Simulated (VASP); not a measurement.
Here is a VASP 6.6.1 calculation.

The input INCAR:

```
SYSTEM = C
PREC = Accurate
ENCUT = 520
EDIFF = 1E-6
ISMEAR = -1
SIGMA = 0.1
LREAL = .False.
LASPH = .True.
NELM = 80
ALGO = Normal
ISIF = 2
LWAVE = .False.
LCHARG = .False.
GGA = PE
NBANDS = 11
```

KPOINTS

```
regular mesh
0
Gamma
  18 18 18
  0 0 0
```

File POSCAR:

```
C
1.0
    0.0000000000      1.7555413604      1.7555413604
    1.7555413604      0.0000000000      1.7555413604
    1.7555413604      1.7555413604      0.0000000000
C
2
Direct
   -0.1250000000     -0.1250000000     -0.1250000000
    0.1250000000      0.1250000000      0.1250000000
```

Potentials or basis: VASP PAW PBE potentials, release 64 (C).

The run is started by

```console
$ cat potpaw_PBE.64/C/POTCAR > POTCAR
$ mpirun -np 1 vasp_std > vasp.out
```

(1) Estimate the band gap on the k mesh.

(2) Estimate the pressure.

Answers

(1) 4.25 eV, indirect (least direct gap 5.72 eV).

(2) 25.3 GPa.
